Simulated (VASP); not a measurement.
The system is HfB2.

```
Hf B
1.0
     3.14000    0.00000    0.00000
    -1.57000    2.71932    0.00000
     0.00000    0.00000    3.48000
Hf B
1 2
Direct
  0.00000 0.00000 0.00000
  0.33333 0.66667 0.50000
  0.66667 0.33333 0.50000
```

| Item | Value |
| --- | --- |
| Program | VASP 6.6.1 |
| Task | relaxation of cell and atoms |
| Functional | PBEsol |
| Potentials or basis | VASP PAW PBE potentials, release 64 (Hf_pv, B) |
| Cutoff | 600 eV |
| k mesh | 10 × 10 × 8 |
| Occupations | fermi-dirac, width 0.05 eV |
| Spin | no spin polarisation |

At the start: pressure -4.5 GPa; volume 9.90 Å³/atom.

Q: Where does the relaxation end?

A: Over 5 steps the energy falls by 2.5 meV/atom and the volume is 9.73 Å³/atom (-1.8 %); space group P6/mmm (No. 191, to 0.05 Å).

The path:
```
step  energy change (eV)  largest force (eV/Å)  pressure (GPa)  volume (Å³)
   1              0.0000                0.0000           -4.46        29.71
   2              0.0052                0.0000            6.30        28.54
   3             -0.0073                0.0000            0.02        29.20
   4             -0.0073                0.0000            0.10        29.19
   5             -0.0075                0.0000            0.08        29.19
```

Final structure:
```
Hf B
1.0
     3.12463    0.00000    0.00000
    -1.56232    2.70601    0.00000
     0.00000    0.00000    3.45199
Hf B
1 2
Cartesian
  0.0000 0.0000 0.0000
  0.0000 1.8040 1.7260
  1.5623 0.9020 1.7260
```

Caveat: the PAW data sets were made with another functional, which shifts forces and pressure a little.
